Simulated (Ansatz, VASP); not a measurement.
**KSn4O: VASP beside Ansatz**

The input INCAR:

```
SYSTEM = KSn4O
PREC     = Accurate       ! precision mode
ENCUT    = 520            ! plane-wave cutoff, eV
EDIFF    = 1E-6           ! SCF threshold, eV
ISMEAR   = 0              ! smearing method
SIGMA    = 0.1            ! smearing width, eV
LREAL    = .False.        ! projectors in reciprocal space
LASPH    = .True.         ! aspherical terms in the spheres
NELM     = 80             ! most SCF steps
ALGO     = Normal         ! electronic algorithm
ISIF     = 2              ! what is computed and relaxed
LWAVE    = .False.        ! write WAVECAR
LCHARG   = .False.        ! write CHGCAR
GGA      = PE             ! functional
NBANDS   = 44             ! bands
```

KPOINTS

```
Automatic mesh
0
Gamma
  6 6 2
  0 0 0
```

POSCAR

```
KSn4O
1.0
    4.2255527300      0.0000000000      0.0000000000
   -2.1127763600      3.6594360100      0.0000000000
    0.0000000000      0.0000000000      9.2700561500
K Sn O
1 4 1
Direct
    0.0000000000      0.0000000000      0.5000000000
    0.3333333300      0.6666666700      0.7664294200
    0.3333333300      0.6666666700      0.2335705800
    0.6666666700      0.3333333300      0.7664294200
    0.6666666700      0.3333333300      0.2335705800
    0.0000000000      0.0000000000      0.0000000000
```

Input for Ansatz:

```yaml
crystal:
  lattice:
    - [4.22555273, 0.0, 0.0]
    - [-2.11277636, 3.65943601, 0.0]
    - [0.0, 0.0, 9.27005615]
  atoms:
    - { symbol: K, position: [0.0, 0.0, 0.5] }
    - { symbol: Sn, position: [0.33333333, 0.66666667, 0.76642942] }
    - { symbol: Sn, position: [0.33333333, 0.66666667, 0.23357058] }
    - { symbol: Sn, position: [0.66666667, 0.33333333, 0.76642942] }
    - { symbol: Sn, position: [0.66666667, 0.33333333, 0.23357058] }
    - { symbol: O, position: [0.0, 0.0, 0.0] }
basis:
  ecutwfc: 420
kpoints:
  mp_grid: { grid: [6, 6, 2] }
hamiltonian:
  xc: pbe
scf:
  occupations: { method: gaussian, width: 0.1 }
  lower_state_search: "off"
output:
  forces: true
  stress: true
  eigenvalues: true
```

Change from the starting cell: species swapped into the ZrTiB4 type (P6/mmm, No. 191).

Alike in both runs: task single point; functional PBE; k mesh 6 × 6 × 2; occupations gaussian, width 0.1 eV; no spin polarisation.

|  | VASP | Ansatz |
| --- | --- | --- |
| version | VASP 6.6.1 | Ansatz 0.2.0 |
| potentials or method | VASP PAW PBE potentials, release 64 (K_sv, Sn_d, O), cutoff 520 eV | scalar-relativistic, plane waves, PAW |
| valence electrons in the cell | 71 | 71 |

```tsv
	VASP	Ansatz	Ansatz less VASP
gap on the k mesh at the Fermi level (eV)	none	none	-
pressure (GPa)	22.9	23.0	+0.08
traceless stress, the component that is largest in VASP (GPa)	-21.12	-21.20	-0.082
rms of the force components (eV/Å)	0.425	0.424	-0.0012
```

Atom by atom the forces differ by 0.001 eV/Å (rms over components). A gap of «none» marks a metal or a gap that the smearing closes. The functional is the same, so the differences come from potentials, cutoffs and numerics.
